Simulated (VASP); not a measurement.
Wanted: the native input for a VASP 6.6.1 run.

- Task: single point
- Functional: PBE
- Potentials or basis: VASP PAW PBE potentials, release 64 (Pb_d, Te)
- Cutoff: 520 eV
- k mesh: 8 × 8 × 8
- Occupations: fermi-dirac, width 0.05 eV
- Spin: no spin polarisation
- Dipole correction: no
- Further INCAR settings: ALGO = Normal; EDIFF = 1e-07; NBANDS = 17

The structure of TePb lies in POSCAR:

```
TePb
1.0
    4.0022870000      0.0000000000      0.0000000000
    0.0000000000      4.0022870000      0.0000000000
    0.0000000000      0.0000000000      4.0022870000
Pb Te
1 1
Direct
   -0.0096090000      0.0075940000     -0.0102770000
    0.4833350000      0.4970930000      0.4993410000
```

One way to write it, as run:

INCAR

```
SYSTEM = TePb
PREC     = Accurate       ! precision mode
ENCUT    = 520            ! plane-wave cutoff, eV
EDIFF    = 1E-7           ! SCF threshold, eV
ISMEAR   = -1             ! smearing method
SIGMA    = 0.05           ! smearing width, eV
LREAL    = .False.        ! projectors in reciprocal space
LASPH    = .True.         ! aspherical terms in the spheres
NELM     = 60             ! most SCF steps
ALGO     = Normal         ! electronic algorithm
ISIF     = 2              ! what is computed and relaxed
LWAVE    = .False.        ! write WAVECAR
LCHARG   = .False.        ! write CHGCAR
GGA      = PE             ! functional
NBANDS   = 17             ! bands
```

KPOINTS

```
Automatic mesh
0
Gamma
  8 8 8
  0 0 0
```

Potentials or basis: VASP PAW PBE potentials, release 64 (Pb_d, Te).

Command:

```console
$ cat potpaw_PBE.64/Pb_d/POTCAR potpaw_PBE.64/Te/POTCAR > POTCAR
$ mpirun -np 1 vasp_std > vasp.out
```

Results of the run:

The pressure is -0.1 GPa and the largest force is 0.024 eV/Å. The band gap on the k mesh is zero (bands 10 and 11 overlap by 1.26 eV).

Caveat: spin-orbit coupling is left out, which moves the levels of the heavy elements.

Run time: 4.3 min on 1 thread of AMD EPYC 7R43 64-Core Processor (Zen 3) (shared host), peak memory 0.36 GiB.
